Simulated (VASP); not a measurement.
Crystal: Si3Te.

```
Si Te
1.0
     0.00000    3.29617    3.29617
     3.29617    0.00000    3.29617
     3.29617    3.29617    0.00000
Si Te
3 1
Direct
  0.50000 0.50000 0.50000
  0.25000 0.25000 0.25000
  0.75000 0.75000 0.75000
  0.00000 0.00000 0.00000
```

| Item | Value |
| --- | --- |
| Program | VASP 6.6.1 |
| Task | relaxation of cell and atoms |
| Functional | PBE |
| Potentials or basis | VASP PAW PBE potentials, release 64 (Si, Te) |
| Cutoff | 600 eV |
| k mesh | 12 × 12 × 12 |
| Occupations | gaussian, width 0.1 eV |
| Spin | no spin polarisation |

At the start: pressure 3.0 GPa; volume 17.91 Å³/atom.

**Question.** Where does the relaxation end?

**Answer.** Over 3 steps the energy falls by 6.7 meV/atom and the volume is 18.65 Å³/atom (+4.1 %); space group Fm-3m (No. 225, to 0.05 Å).

The path:
| step | energy change (eV) | largest force (eV/Å) | pressure (GPa) | volume (Å³) |
| --- | --- | --- | --- | --- |
| 1 | 0.0000 | 0.0000 | 3.03 | 71.62 |
| 2 | -0.0259 | 0.0000 | -0.53 | 75.19 |
| 3 | -0.0270 | 0.0000 | 0.01 | 74.58 |

Final structure:
```
Si Te
1.0
     0.00000    3.34096    3.34096
     3.34096    0.00000    3.34096
     3.34096    3.34096    0.00000
Si Te
3 1
Direct
  0.50000 0.50000 0.50000
  0.25000 0.25000 0.25000
  0.75000 0.75000 0.75000
  0.00000 0.00000 0.00000
```
